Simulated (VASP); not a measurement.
# HfO2 (R-3m) in VASP: notebook

The runs below take HfO2 through single point, with PBE, r2SCAN.

Everything below comes from runs of VASP 6.6.1. Logs are shortened: lines on timing, memory, paths and dates and some standing lists are left out, and cuts for length are marked.

### Step 1. The cell of the first run

The structure is trigonal, space group R-3m (No. 166). The conventional cell has a = 3.398 Å, b = 3.398 Å, c = 9.379 Å, α = 90.00°, β = 90.00°, γ = 120.00°. Within 2.8 Å of Hf (site symmetry -3m) lie 8 O at 2.13 to 2.31 Å. Within 2.8 Å of O (site symmetry 3m) lie 4 Hf at 2.13 to 2.31 Å and 6 O at 2.46 to 2.56 Å.

### Step 2. Single point, PBE (epitaxial 111 strain -5.0%)

The input, INCAR:

```
PREC = Accurate
ENCUT = 520
EDIFF = 1E-6
ISMEAR = -1
SIGMA = 0.02
LREAL = False
LASPH = True
NELM = 80
ALGO = Normal
ISIF = 2
LWAVE = False
LCHARG = True
GGA = PE
LELF = True
LVHAR = True
NBANDS = 18
```

The input, KPOINTS:

```
regular mesh
0
Gamma
  8 8 8
```

The input, POSCAR:

```
HfO2
1.0
    0.2032617411      2.6059849443      2.6059849443
    2.6059849443      0.2032617411      2.6059849443
    2.6059849443      2.6059849443      0.2032617411
Hf O
1 2
Direct
    0.0000000000      0.0000000000      0.0000000000
    0.2458737640      0.2458737640      0.2458737640
    0.7541262360      0.7541262360      0.7541262360
```

Potentials or basis: VASP PAW PBE potentials, release 64 (Hf_pv, O).

Started as:

```sh
$ cat potpaw_PBE.64/Hf_pv/POTCAR potpaw_PBE.64/O/POTCAR > POTCAR
$ mpirun -np 1 vasp_std > vasp.out
```

OUTCAR:

```text
PREC = Accurate
   ENCUT = 520
   EDIFF = 1E-6
   ISMEAR = -1
   LREAL = False
   LASPH = True
   NELM = 80
   ISIF = 2
   GGA = PE

 ion  position               nearest neighbor table
   1  0.000  0.000  0.000-   3 2.13   3 2.13   3 2.13   2 2.13   2 2.13   2 2.13   3 2.31   2 2.31

   2  0.246  0.246  0.246-   1 2.13   1 2.13   1 2.13   1 2.31
   3  0.754  0.754  0.754-   1 2.13   1 2.13   1 2.13   1 2.31

  LATTYP: Found a trigonal (rhomboedric) cell.
 ALAT       =     3.6910202377
 COS(alpha) =     0.5762451987

  Lattice vectors:

 A1 = (   0.2032617411,   2.6059849443,   2.6059849443)
 A2 = (   2.6059849443,   0.2032617411,   2.6059849443)
 A3 = (   2.6059849443,   2.6059849443,   0.2032617411)

Analysis of symmetry for initial positions (statically):
=====================================================================
 Subroutine PRICEL returns:
 Original cell was already a primitive cell.

 Routine SETGRP: Setting up the symmetry group for a
 trigonal (rhombohedral) supercell.

 Subroutine GETGRP returns: Found 12 space group operations
 (whereof 12 operations were pure point group operations)
 out of a pool of 12 trial point group operations.

The static configuration has the point symmetry D_3d.

Analysis of symmetry for dynamics (positions and initial velocities):
=====================================================================
 Subroutine PRICEL returns:
 Original cell was already a primitive cell.

 Routine SETGRP: Setting up the symmetry group for a
 trigonal (rhombohedral) supercell.

 Subroutine GETGRP returns: Found 12 space group operations
 (whereof 12 operations were pure point group operations)
 out of a pool of 12 trial point group operations.

The dynamic configuration has the point symmetry D_3d.

 Subroutine INISYM returns: Found 12 space group operations
 (whereof 12 operations are pure point group operations),
 and found     1 'primitive' translations

----------------------------------------------------------------------------------------

                                     Primitive cell

  volume of cell :      31.2626

  direct lattice vectors                    reciprocal lattice vectors
     0.203261741  2.605984944  2.605984944    -0.215908180  0.200286244  0.200286244
     2.605984944  0.203261741  2.605984944     0.200286244 -0.215908180  0.200286244
     2.605984944  2.605984944  0.203261741     0.200286244  0.200286244 -0.215908180

  length of vectors
     3.691020238  3.691020238  3.691020238     0.356153761  0.356153761  0.356153761

  position of ions in fractional coordinates (direct lattice)
     0.000000000  0.000000000  0.000000000
     0.245873764  0.245873764  0.245873764
     0.754126236  0.754126236  0.754126236

  ion indices of the primitive-cell ions
   primitive index   ion index
                 1           1
                 2           2
                 3           3

----------------------------------------------------------------------------------------

 KPOINTS: regular mesh

Automatic generation of k-mesh.
 Grid dimensions read from file:
 generate k-points for:    8    8    8

 Generating k-lattice:

  Cartesian coordinates                     Fractional coordinates (reciprocal lattice)
    -0.026988523  0.025035780  0.025035780     0.125000000 -0.000000000 -0.000000000
     0.025035780 -0.026988523  0.025035780    -0.000000000  0.125000000 -0.000000000
     0.025035780  0.025035780 -0.026988523    -0.000000000 -0.000000000  0.125000000

  Length of vectors
     0.044519220  0.044519220  0.044519220

  Shift w.r.t. Gamma in fractional coordinates (k-lattice)
     0.000000000  0.000000000  0.000000000

 Subroutine IBZKPT returns following result:
 ===========================================

 Found     65 irreducible k-points:

 Following reciprocal coordinates:
            Coordinates               Weight
  0.000000  0.000000  0.000000      1.000000
  0.125000  0.000000 -0.000000      6.000000
  0.250000  0.000000 -0.000000      6.000000
  0.375000  0.000000 -0.000000      6.000000
  0.500000  0.000000 -0.000000      3.000000
  0.125000  0.125000  0.000000      6.000000
[... 16 lines left out ...]
  0.250000  0.125000  0.125000      6.000000
  0.375000  0.125000  0.125000      6.000000
 [... further k-points ...]
   k-points           NKPTS =     65   k-points in BZ     NKDIM =     65   number of bands    NBANDS=     18
   number of dos      NEDOS =    301   number of ions     NIONS =      3
   total plane-waves  NPLWV =  21952
   dimension x,y,z NGX =    28 NGY =   28 NGZ =   28
   dimension x,y,z NGXF=    56 NGYF=   56 NGZF=   56
   ions per type =               1   2
   NGX,Y,Z   is equivalent  to a cutoff of  12.61, 12.61, 12.61 a.u.
   NGXF,Y,Z  is equivalent  to a cutoff of  25.22, 25.22, 25.22 a.u.
 SYSTEM =  unknown system
   PREC   = accura    normal or accurate (medium, high low for compatibility)
   ISTART =      0    job   : 0-new  1-cont  2-samecut
   ICHARG =      2    charge: 1-file 2-atom 10-const
   ISPIN  =      1    spin polarized calculation?
   LNONCOLLINEAR =      F non collinear calculations
   LSORBIT =      F    spin-orbit coupling
   LASPH  =      T    aspherical Exc in radial PAW
   ENCUT  =  520.0 eV  38.22 Ry    6.18 a.u.   6.86  6.86  6.86*2*pi/ulx,y,z
   NELM   =     80;   NELMIN=  2; NELMDL= -5     # of ELM steps
   EDIFF  = 0.1E-05   stopping-criterion for ELM
   LREAL  =      F    real-space projection
   EDIFFG = 0.1E-04   stopping-criterion for IOM
   NSW    =      0    number of steps for IOM
   IBRION =     -1    ionic relax: 0-MD 1-quasi-New 2-CG
   NFREE  =      0    steps in history (QN), initial steepest desc. (CG)
   ISIF   =      2    stress and relaxation
   ISYM   =      2    0-nonsym 1-usesym 2-fastsym
   POTIM  = 0.5000    time-step for ionic-motion
   TEBEG  =    0.0;   TEEND  =   0.0 temperature during run
   PSTRESS=    0.0 pullay stress
   NELECT =      22.0000    total number of electrons
   NUPDOWN=      -1.0000    fix difference up-down
   EMIN   =  10.00;   EMAX   =-10.00  energy-range for DOS
   EFERMI =   0.00;   METHOD = LEGACY
   ISMEAR =    -1;   SIGMA  =   0.02  broadening in eV -4-tet -1-fermi 0-gaus
   EFERMI_NEDOS =   21; number of points for ismear=-14 and -15
   IALGO  =     38    algorithm
   IMIX   =      4    mixing-type and parameters
     AMIX     =   0.40;   BMIX     =  1.00
     AMIX_MAG =   1.60;   BMIX_MAG =  1.00
  volume/ion in A,a.u.               =      10.42        70.32
  Fermi-wavevector in a.u.,A,eV,Ry     =   1.456155  2.751734 28.849614  2.120387
  Thomas-Fermi vector in A             =   2.573106
   LORBIT       =      0    0 simple, 1 ext, 2 COOP (PROOUT), +10 PAW based schemes
   GGA     = PE    functional components
[... 5 lines left out ...]
 non-spin polarized calculation
  energy-cutoff  :      520.00
  volume of cell :       31.26
 maximum number of plane-waves:       857
   NGX = 13   NGY = 13   NGZ = 13

 number of electron      21.9999999 magnetization

 Free energy of the ion-electron system (eV)
  ---------------------------------------------------
  ext. energy  EPLUGINS =         0.00000000
  ---------------------------------------------------
  free energy    TOTEN  =       -30.05937738 eV

  energy without entropy =      -30.05937738  energy(sigma->0) =      -30.05937738

 E-fermi :   5.0226     XC(G=0): -12.0655

 val. band max:        4.5639551072   @ k =   0.5000   0.5000   0.0000
 cond. band min:       8.5270260614   @ k =   0.5000   0.5000   0.0000
 fundamental gap:      3.9630709542
 Fermi energy:         5.0225592152

 k-point     1 :       0.0000    0.0000    0.0000
  band No.  band energies     occupation
      1     -24.9283      2.00000
      2     -24.8387      2.00000
      3     -24.8386      2.00000
      4     -14.3790      2.00000
      5     -11.1277      2.00000
      6      -1.2443      2.00000
[... 10 lines left out ...]
     17      15.6778      0.00000
     18      17.2030      0.00000

 k-point     2 :       0.1250    0.0000   -0.0000
  band No.  band energies     occupation
      1     -24.9465      2.00000
      2     -24.9217      2.00000
      3     -24.8529      2.00000
      4     -14.1254      2.00000
      5     -11.3374      2.00000
      6      -1.0321      2.00000
[... 10 lines left out ...]
     17      15.4835      0.00000
     18      18.0219      0.00000

 k-point     3 :       0.2500    0.0000   -0.0000
  band No.  band energies     occupation
      1     -25.1667      2.00000
      2     -24.9331      2.00000
      3     -24.8871      2.00000
      4     -13.5537      2.00000
      5     -11.7238      2.00000
      6      -0.5620      2.00000
[... 10 lines left out ...]
     17      15.1077      0.00000
     18      18.1477      0.00000

 k-point     4 :       0.3750    0.0000   -0.0000
  band No.  band energies     occupation
      1     -25.3778      2.00000
      2     -24.9378      2.00000
      3     -24.9210      2.00000
      4     -13.1786      2.00000
      5     -11.8105      2.00000
      6      -0.0838      2.00000
[... 375 lines left out ...]
      4     -14.1992      2.00000
      5     -11.2715      2.00000
      6      -0.8632      2.00000
[... 10 lines left out ...]
     17      15.3784      0.00000
     18      17.2981      0.00000

 k-point    23 :       0.2500    0.1250    0.1250
  band No.  band energies     occupation
      1     -25.0355      2.00000
      2     -24.9298      2.00000
      3     -24.8558      2.00000
      4     -13.8606      2.00000
      5     -11.5187      2.00000
      6      -0.8253      2.00000
[... 10 lines left out ...]
     17      15.3720      0.00000
     18      17.8278      0.00000

 k-point    24 :       0.3750    0.1250    0.1250
  band No.  band energies     occupation
      1     -25.1922      2.00000
      2     -25.0015      2.00000
      3     -24.8900      2.00000
      4     -13.3194      2.00000
      5     -11.8123      2.00000
      6      -0.6374      2.00000
[... 10 lines left out ...]
     17      15.1307      0.00000
     18      18.2203      0.00000

 [... further k-points ...]

------------------------ aborting loop because EDIFF is reached ----------------------------------------

  FORCE on cell =-STRESS in cart. coord.  units (eV):
  Direction    XX          YY          ZZ          XY          YZ          ZX
  --------------------------------------------------------------------------------------
  -------------------------------------------------------------------------------------
  Total        2.7048138      2.7048138      2.7048138     -1.1187938     -1.1187938     -1.1187938
  in kB      138.6192142    138.6192142    138.6192142    -57.3371486    -57.3371486    -57.3371486
  external PRESSURE =     138.6192142 kB  Pullay stress =       0.0000000 kB

 VOLUME and BASIS-vectors are now :
 -----------------------------------------------------------------------------
  energy-cutoff  :      520.00
  volume of cell :       31.26
      direct lattice vectors                 reciprocal lattice vectors
     0.203261741  2.605984944  2.605984944    -0.215908180  0.200286244  0.200286244
     2.605984944  0.203261741  2.605984944     0.200286244 -0.215908180  0.200286244
     2.605984944  2.605984944  0.203261741     0.200286244  0.200286244 -0.215908180

 POSITION                                       TOTAL-FORCE (eV/Angst)
 -----------------------------------------------------------------------------------
      0.00000      0.00000      0.00000        -0.000000      0.000000      0.000000
      1.33146      1.33146      1.33146        -0.016149     -0.016149     -0.016149
      4.08377      4.08377      4.08377         0.016149      0.016149      0.016149
 -----------------------------------------------------------------------------------
    total drift:                                0.000000     -0.000000      0.000000

  FREE ENERGIE OF THE ION-ELECTRON SYSTEM (eV)
  ---------------------------------------------------
  free  energy   TOTEN  =       -30.0593773823 eV

  energy  without entropy=      -30.0593773823  energy(sigma->0) =      -30.05937738
```

It took 18 s on 1 thread of Intel Xeon 6975P-C (Granite Rapids), shared host; peak memory 0.18 GiB.

What came out:

```
Free energy            : -30.0594 eV
Pressure               : 13.9 GPa
Largest force          : 0.028 eV/Å
Band gap on the k mesh : 3.96 eV
```

Forces on the atoms (eV/Å):
```
Hf   0.000  0.000  0.000
O   -0.016 -0.016 -0.016
O    0.016  0.016  0.016
```

Stress tensor (GPa, compression positive):
```
13.86 -5.73 -5.73
-5.73 13.86 -5.73
-5.73 -5.73 13.86
```

Caveat: the cell differs from its parent crystal (epitaxial 111 strain -5.0%); the cell stands under pressure; spin-orbit coupling is left out, which moves the levels of the heavy elements. A k mesh can miss the band edges.

(Part 1 of 2 ends here.)
